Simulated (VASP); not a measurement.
# PtSe2 (Pnnm) in VASP: single point with r2SCAN+rVV10

Aim: the single point of PtSe2 with r2SCAN+rVV10.

Program: VASP 6.6.1. These are calculated values, not measurements. Logs are shortened: lines on timing, memory, paths and dates and some standing lists are left out, and cuts for length are marked.

## Step 1: The cell of the first run

The structure is orthorhombic, space group Pnnm (No. 58). The conventional cell has a = 5.461 Å, b = 5.908 Å, c = 3.862 Å, α = 90.00°, β = 90.00°, γ = 90.00°. Pt (site symmetry 2/m) has 6 Se at 2.52 to 2.55 Å within 3.3 Å. Se (site symmetry m) has 3 Pt at 2.52 to 2.55 Å and 2 Se at 3.00 to 3.24 Å within 3.3 Å.

## Step 2: Single point, r2SCAN+rVV10

POSCAR reads:

```
PtSe2
1.0
    5.4614384118      0.0000000000      0.0000000000
    0.0000000000      5.9077675595      0.0000000000
    0.0000000000      0.0000000000      3.8621851759
Pt Se
2 4
Direct
    0.5000000000      0.5000000000      0.5000000000
    0.0000000000      0.0000000000      0.0000000000
    0.7376150739      0.1279875767      0.5000000000
    0.2623849261      0.8720124233      0.5000000000
    0.2376150739      0.3720124233      0.0000000000
    0.7623849261      0.6279875767      0.0000000000
```

INCAR.step1 reads:

```
PREC = Accurate
ENCUT = 520
ISMEAR = -1
SIGMA = 0.03
LREAL = False
LASPH = True
NELM = 100
NBANDS = 31
GGA = PE
ALGO = Normal
EDIFF = 1E-4
LWAVE = True
LCHARG = False
```

INCAR.step2 reads:

```
PREC = Accurate
ENCUT = 520
EDIFF = 1E-6
ISMEAR = -1
SIGMA = 0.03
LREAL = False
LASPH = True
NELM = 100
ALGO = Normal
ISIF = 2
LWAVE = False
LCHARG = False
METAGGA = R2SCAN
LMIXTAU = True
LUSE_VDW = True
IVDW_NL = 2
BPARAM = 11.95
CPARAM = 0.0093
NBANDS = 31
ISTART = 1
```

KPOINTS reads:

```
regular mesh
0
Gamma
  4 4 6
```

Potentials or basis: VASP PAW PBE potentials, release 64 (Pt, Se).

The run is started by

```bash
$ cat potpaw_PBE.64/Pt/POTCAR potpaw_PBE.64/Se/POTCAR > POTCAR
$ cp INCAR.step1 INCAR
$ mpirun -np 1 vasp_std > vasp.out
$ cp INCAR.step2 INCAR
$ mpirun -np 1 vasp_std > vasp.out
```

OUTCAR:

```text
PREC = Accurate
   ENCUT = 520
   EDIFF = 1E-6
   ISMEAR = -1
   LREAL = False
   LASPH = True
   NELM = 100
   ISIF = 2
   METAGGA = R2SCAN
   IVDW_NL = 2
   BPARAM = 11.95
   ISTART = 1

 ion  position               nearest neighbor table
   1  0.500  0.500  0.500-   5 2.52   6 2.52   5 2.52   6 2.52   3 2.55   4 2.55
   2  0.000  0.000  0.000-   3 2.52   4 2.52   3 2.52   4 2.52   5 2.55   6 2.55
   3  0.738  0.128  0.500-   2 2.52   2 2.52   1 2.55
   4  0.262  0.872  0.500-   2 2.52   2 2.52   1 2.55
   5  0.238  0.372  0.000-   1 2.52   1 2.52   2 2.55
   6  0.762  0.628  0.000-   1 2.52   1 2.52   2 2.55

  LATTYP: Found a simple orthorhombic cell.
 ALAT       =     3.8621851759
 B/A-ratio  =     1.4140798960
 C/A-ratio  =     1.5296437872

  Lattice vectors:

 A1 = (   0.0000000000,   0.0000000000,   3.8621851759)
 A2 = (   5.4614384118,   0.0000000000,   0.0000000000)
 A3 = (   0.0000000000,   5.9077675595,   0.0000000000)

Analysis of symmetry for initial positions (statically):
=====================================================================
 Subroutine PRICEL returns:
 Original cell was already a primitive cell.

 Routine SETGRP: Setting up the symmetry group for a
 simple orthorhombic supercell.

 Subroutine GETGRP returns: Found  8 space group operations
 (whereof  4 operations were pure point group operations)
 out of a pool of  8 trial point group operations.

The static configuration has the point symmetry C_2h.
 The point group associated with its full space group is D_2h.

Analysis of symmetry for dynamics (positions and initial velocities):
=====================================================================
 Subroutine PRICEL returns:
 Original cell was already a primitive cell.

 Routine SETGRP: Setting up the symmetry group for a
 simple orthorhombic supercell.

 Subroutine GETGRP returns: Found  8 space group operations
 (whereof  4 operations were pure point group operations)
 out of a pool of  8 trial point group operations.

The dynamic configuration has the point symmetry C_2h.
 The point group associated with its full space group is D_2h.

 Subroutine INISYM returns: Found  8 space group operations
 (whereof  4 operations are pure point group operations),
 and found     1 'primitive' translations

----------------------------------------------------------------------------------------

                                     Primitive cell

  volume of cell :     124.6131

  direct lattice vectors                    reciprocal lattice vectors
     5.461438412  0.000000000  0.000000000     0.183101946  0.000000000  0.000000000
     0.000000000  5.907767559  0.000000000     0.000000000  0.169268677  0.000000000
     0.000000000  0.000000000  3.862185176     0.000000000  0.000000000  0.258920780

  length of vectors
     5.461438412  5.907767559  3.862185176     0.183101946  0.169268677  0.258920780

  position of ions in fractional coordinates (direct lattice)
     0.500000000  0.500000000  0.500000000
     0.000000000  0.000000000  0.000000000
     0.737615074  0.127987577  0.500000000
     0.262384926  0.872012423  0.500000000
     0.237615074  0.372012423  0.000000000
     0.762384926  0.627987577  0.000000000

  ion indices of the primitive-cell ions
   primitive index   ion index
                 1           1
                 2           2
                 3           3
                 4           4
                 5           5
                 6           6

----------------------------------------------------------------------------------------

 KPOINTS: regular mesh

Automatic generation of k-mesh.
 Grid dimensions read from file:
 generate k-points for:    4    4    6

 Generating k-lattice:

  Cartesian coordinates                     Fractional coordinates (reciprocal lattice)
     0.045775486  0.000000000  0.000000000     0.250000000  0.000000000  0.000000000
     0.000000000  0.042317169  0.000000000     0.000000000  0.250000000  0.000000000
     0.000000000  0.000000000  0.043153463     0.000000000  0.000000000  0.166666667

  Length of vectors
     0.045775486  0.042317169  0.043153463

  Shift w.r.t. Gamma in fractional coordinates (k-lattice)
     0.000000000  0.000000000  0.000000000

 Subroutine IBZKPT returns following result:
 ===========================================

 Found     36 irreducible k-points:

 Following reciprocal coordinates:
            Coordinates               Weight
  0.000000  0.000000  0.000000      1.000000
  0.250000  0.000000  0.000000      2.000000
  0.500000  0.000000  0.000000      1.000000
  0.000000  0.250000  0.000000      2.000000
  0.250000  0.250000  0.000000      4.000000
  0.500000  0.250000  0.000000      2.000000
[... 16 lines left out ...]
  0.250000  0.250000  0.333333      8.000000
  0.500000  0.250000  0.333333      4.000000
 [... further k-points ...]
   k-points           NKPTS =     36   k-points in BZ     NKDIM =     36   number of bands    NBANDS=     31
   number of dos      NEDOS =    301   number of ions     NIONS =      6
   total plane-waves  NPLWV =  60480
   dimension x,y,z NGX =    42 NGY =   48 NGZ =   30
   dimension x,y,z NGXF=    84 NGYF=   96 NGZF=   60
   ions per type =               2   4
   NGX,Y,Z   is equivalent  to a cutoff of  12.78, 13.51, 12.91 a.u.
   NGXF,Y,Z  is equivalent  to a cutoff of  25.57, 27.01, 25.83 a.u.
 SYSTEM =  unknown system
   PREC   = accura    normal or accurate (medium, high low for compatibility)
   ISTART =      1    job   : 0-new  1-cont  2-samecut
   ICHARG =      0    charge: 1-file 2-atom 10-const
   ISPIN  =      1    spin polarized calculation?
   LNONCOLLINEAR =      F non collinear calculations
   LSORBIT =      F    spin-orbit coupling
   LASPH  =      T    aspherical Exc in radial PAW
   ENCUT  =  520.0 eV  38.22 Ry    6.18 a.u.  10.15 10.98  7.18*2*pi/ulx,y,z
   NELM   =    100;   NELMIN=  2; NELMDL=  0     # of ELM steps
   EDIFF  = 0.1E-05   stopping-criterion for ELM
   LREAL  =      F    real-space projection
   EDIFFG = 0.1E-04   stopping-criterion for IOM
   NSW    =      0    number of steps for IOM
   IBRION =     -1    ionic relax: 0-MD 1-quasi-New 2-CG
   NFREE  =      0    steps in history (QN), initial steepest desc. (CG)
   ISIF   =      2    stress and relaxation
   ISYM   =      2    0-nonsym 1-usesym 2-fastsym
   POTIM  = 0.5000    time-step for ionic-motion
   TEBEG  =    0.0;   TEEND  =   0.0 temperature during run
   PSTRESS=    0.0 pullay stress
   NELECT =      44.0000    total number of electrons
   NUPDOWN=      -1.0000    fix difference up-down
   EMIN   =  10.00;   EMAX   =-10.00  energy-range for DOS
   EFERMI =   0.00;   METHOD = LEGACY
   ISMEAR =    -1;   SIGMA  =   0.03  broadening in eV -4-tet -1-fermi 0-gaus
   EFERMI_NEDOS =   21; number of points for ismear=-14 and -15
   IALGO  =     38    algorithm
   IMIX   =      4    mixing-type and parameters
     AMIX     =   0.40;   BMIX     =  1.00
     AMIX_MAG =   1.60;   BMIX_MAG =  1.00
  volume/ion in A,a.u.               =      20.77       140.16
  Fermi-wavevector in a.u.,A,eV,Ry     =   1.157101  2.186604 18.216601  1.338882
  Thomas-Fermi vector in A             =   2.293715
   LORBIT       =      0    0 simple, 1 ext, 2 COOP (PROOUT), +10 PAW based schemes
   METAGGA = R2SCAN    functional components
   LHFCALC =     F    Hartree Fock is set to
   AEXX    =    0.0000 exact exchange contribution
   IVDW_NL    =     2    kernel type
   BPARAM     =11.9500
   IVDW    =     0    specifies the selected vdW correction
   LEPSILON=     F    determine dielectric tensor
   LRPA    =     F    only Hartree local field effects (RPA)
 non-spin polarized calculation
  energy-cutoff  :      520.00
  volume of cell :      124.61
 maximum number of plane-waves:      3392
 NGX is ok and might be reduce to    42
   NGX = 21   NGY = 21   NGZ = 15

 number of electron      44.0000002 magnetization

 Free energy of the ion-electron system (eV)
  ---------------------------------------------------
  ext. energy  EPLUGINS =         0.00000000
  ---------------------------------------------------
  free energy    TOTEN  =      -160.75734801 eV

  energy without entropy =     -160.74401185  energy(sigma->0) =     -160.75067993

 E-fermi :   5.8954     XC(G=0): -11.2352

 val. band max:        5.8693699861   @ k =   0.2500   0.0000   0.1667
 cond. band min:       5.9053649128   @ k =   0.2500   0.0000   0.3333
 fundamental gap:      0.0359949267
 Fermi energy:         5.8953564303

 k-point     1 :       0.0000    0.0000    0.0000
  band No.  band energies     occupation
      1     -10.0963      2.00000
      2      -8.4569      2.00000
      3      -7.6691      2.00000
      4      -7.4755      2.00000
      5      -2.1154      2.00000
      6      -1.1070      2.00000
[... 23 lines left out ...]
     30      11.4232      0.00000
     31      12.5195      0.00000

 k-point     2 :       0.2500    0.0000    0.0000
  band No.  band energies     occupation
      1      -9.8463      2.00000
      2      -8.3614      2.00000
      3      -8.1572      2.00000
      4      -7.6246      2.00000
      5      -1.5324      2.00000
      6      -1.0202      2.00000
[... 23 lines left out ...]
     30      11.4308      0.00000
     31      13.5033      0.00000

 k-point     3 :       0.5000    0.0000    0.0000
  band No.  band energies     occupation
      1      -9.1475      2.00000
      2      -9.1475      2.00000
      3      -7.9723      2.00000
      4      -7.9723      2.00000
      5      -1.0737      2.00000
      6      -1.0737      2.00000
[... 23 lines left out ...]
     30      11.5590      0.00000
     31      14.3866      0.00000

 k-point     4 :       0.0000    0.2500    0.0000
  band No.  band energies     occupation
      1      -9.8982      2.00000
      2      -8.7379      2.00000
      3      -7.6597      2.00000
      4      -7.5543      2.00000
      5      -1.7086      2.00000
      6      -0.9931      2.00000
[... 635 lines left out ...]
     30      13.5119      0.00000
     31      14.0978      0.00000

 k-point    23 :       0.2500    0.2500    0.3333
  band No.  band energies     occupation
      1      -9.0212      2.00000
      2      -8.3735      2.00000
      3      -8.0126      2.00000
      4      -7.8228      2.00000
      5      -1.2900      2.00000
      6      -0.6766      2.00000
[... 23 lines left out ...]
     30      13.1232      0.00000
     31      13.8572      0.00000

 k-point    24 :       0.5000    0.2500    0.3333
  band No.  band energies     occupation
      1      -8.5861      2.00000
      2      -8.5861      2.00000
      3      -8.0663      2.00000
      4      -8.0663      2.00000
      5      -0.9210      2.00000
      6      -0.9210      2.00000
[... 23 lines left out ...]
     30      12.9136      0.00000
     31      13.7193      0.00000

 [... further k-points ...]
[... 5 lines left out ...]
  --------------------------------------------------------------------------------------
  -------------------------------------------------------------------------------------
  Total        0.2712362      0.3207488      0.3342111      0.0000000      0.0000000      0.0000000
  in kB        3.4873436      4.1239372      4.2970257      0.0000000      0.0000000      0.0000000
  external PRESSURE =       3.9694355 kB  Pullay stress =       0.0000000 kB

 VOLUME and BASIS-vectors are now :
 -----------------------------------------------------------------------------
  energy-cutoff  :      520.00
  volume of cell :      124.61
      direct lattice vectors                 reciprocal lattice vectors
     5.461438412  0.000000000  0.000000000     0.183101946  0.000000000  0.000000000
     0.000000000  5.907767559  0.000000000     0.000000000  0.169268677  0.000000000
     0.000000000  0.000000000  3.862185176     0.000000000  0.000000000  0.258920780

 POSITION                                       TOTAL-FORCE (eV/Angst)
 -----------------------------------------------------------------------------------
      2.73072      2.95388      1.93109         0.000000      0.000000      0.000000
      0.00000      0.00000      0.00000         0.000000      0.000000      0.000000
      4.02844      0.75612      1.93109        -0.019655     -0.005654      0.000000
      1.43300      5.15165      1.93109         0.019655      0.005654      0.000000
      1.29772      2.19776      0.00000        -0.019655      0.005654      0.000000
      4.16372      3.71000      0.00000         0.019655     -0.005654      0.000000
 -----------------------------------------------------------------------------------
    total drift:                                0.000000     -0.000000      0.000000

  FREE ENERGIE OF THE ION-ELECTRON SYSTEM (eV)
  ---------------------------------------------------
  free  energy   TOTEN  =      -160.7573480132 eV

  energy  without entropy=     -160.7440118531  energy(sigma->0) =     -160.75067993
```

Run time: 5.2 min. Hardware: 1 thread of Intel Xeon Platinum 8559C (Emerald Rapids), shared host; peak memory 0.54 GiB.

Results:

- Free energy: -160.7573 eV
- Pressure: 0.4 GPa
- Largest force: 0.020 eV/Å
- Band gap on the k mesh: zero (band 22 reaches 6.08 eV, above the bottom of band 23 at 5.38 eV)

Forces in eV/Å, atoms in the order of the input:
```
Pt   0.000  0.000  0.000
Pt   0.000  0.000  0.000
Se  -0.020 -0.006  0.000
Se   0.020  0.006  0.000
Se  -0.020  0.006  0.000
Se   0.020 -0.006  0.000
```

Caveat: the PAW data sets were made with another functional, which shifts forces and pressure a little; spin-orbit coupling is left out, which moves the levels of the heavy elements.
